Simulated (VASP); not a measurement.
The system is OF3.

```
O F
1.0
     4.24997    0.00000    0.00000
     0.00000    4.24997    0.00000
     0.00000    0.00000    4.24997
O F
2 6
Direct
  0.00000 0.00000 0.00000
  0.50000 0.50000 0.50000
  0.25000 0.00000 0.50000
  0.50000 0.75000 0.00000
  0.75000 0.00000 0.50000
  0.50000 0.25000 0.00000
  0.00000 0.50000 0.75000
  0.00000 0.50000 0.25000
```

The cell was generated, and may not be a known phase.

| Item | Value |
| --- | --- |
| Program | VASP 6.6.1 |
| Task | relaxation of cell and atoms |
| Functional | PBE |
| Dispersion | D3(BJ) |
| Potentials or basis | VASP PAW PBE potentials, release 64 (O, F) |
| Cutoff | 600 eV |
| k mesh | 4 × 4 × 4 |
| Occupations | gaussian, width 0.1 eV |
| Spin | collinear spin, ferromagnetic start |
| Starting moments | [1.0, 1.0, 1.0, 1.0, 1.0, 1.0, 1.0, 1.0] μB |

At the start: pressure 8.1 GPa; volume 9.60 Å³/atom.

Problem. Where does the relaxation end?

Solution. Over 4 steps the energy falls by 27.1 meV/atom and the volume is 10.81 Å³/atom (+12.7 %); space group Pm-3n (No. 223, to 0.1 Å) before and after; moment 10.00 μB per cell.

Step by step:
```tsv
step	energy change (eV)	largest force (eV/Å)	pressure (GPa)	volume (Å³)
1	0.0000	0.0000	8.10	76.76
2	-0.1820	0.0000	2.82	82.28
3	-0.2147	0.0000	-0.62	87.51
4	-0.2168	0.0000	-0.05	86.50
```

Final structure:
```
O F
1.0
     4.42262    0.00000    0.00000
     0.00000    4.42262    0.00000
     0.00000    0.00000    4.42262
O F
2 6
Direct
  0.00000 0.00000 0.00000
  0.50000 0.50000 0.50000
  0.25000 0.00000 0.50000
  0.50000 0.75000 0.00000
  0.75000 0.00000 0.50000
  0.50000 0.25000 0.00000
  0.00000 0.50000 0.75000
  0.00000 0.50000 0.25000
```

Caveat: the k points lie up to 0.36 Å⁻¹ apart in the final cell; the nearest neighbours stand farther apart than a usual bond.
